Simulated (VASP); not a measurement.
**Si2Mo: single point with PBEsol**

Crystal: Si2Mo.

```
CELL_PARAMETERS angstrom
4.51144 0.00000 0.00000
0.00000 4.51462 0.00000
2.25572 1.12707 1.95397
ATOMIC_POSITIONS crystal
Si 0.66494 0.32988 0.67012
Si 0.33506 0.67012 0.32988
Mo 0.00000 0.00000 0.00000
```

```yaml
Program: VASP 6.6.1
Task: single point
Functional: PBEsol
Potentials_or_basis: VASP PAW PBE potentials, release 64 (Si, Mo_sv)
Cutoff: 520 eV
k_mesh: 8 × 8 × 17
Occupations: gaussian, width 0.1 eV
Spin: no spin polarisation
```

```
Pressure               : 0.4 GPa
Largest force          : 0.007 eV/Å
Band gap on the k mesh : zero (bands 11 and 12 overlap by 0.96 eV)
```

Forces on the atoms (eV/Å):
```
Si   0.000 -0.006  0.004
Si   0.000  0.006 -0.004
Mo   0.000  0.000  0.000
```

Stress tensor (GPa, compression positive):
```
0.45 0.00 0.00
0.00 0.34 0.05
0.00 0.05 0.37
```

Levels at points of the mesh, in eV from the Fermi level:
```tsv
k point	band 8	band 9	band 10	band 11	band 12	band 13	band 14	band 15
(0.00, 0.00, 0.00)	-3.11	-2.62	-2.61	0.41	3.16	3.26	3.59	3.59
(0.50, 0.00, 0.00)	-4.49	-2.60	-2.58	-0.49	2.32	3.16	4.18	4.25
(0.00, 0.50, 0.00)	-2.21	-0.56	-0.56	-0.44	-0.43	0.55	4.80	5.28
(0.50, 0.50, 0.00)	-4.49	-2.60	-2.58	-0.49	2.32	3.16	4.18	4.25
```

It took 15 min on 1 thread of Intel Xeon 8259CL, on a shared host, peak memory 0.47 GiB.

Caveat: the PAW data sets were made with another functional, which shifts forces and pressure a little.
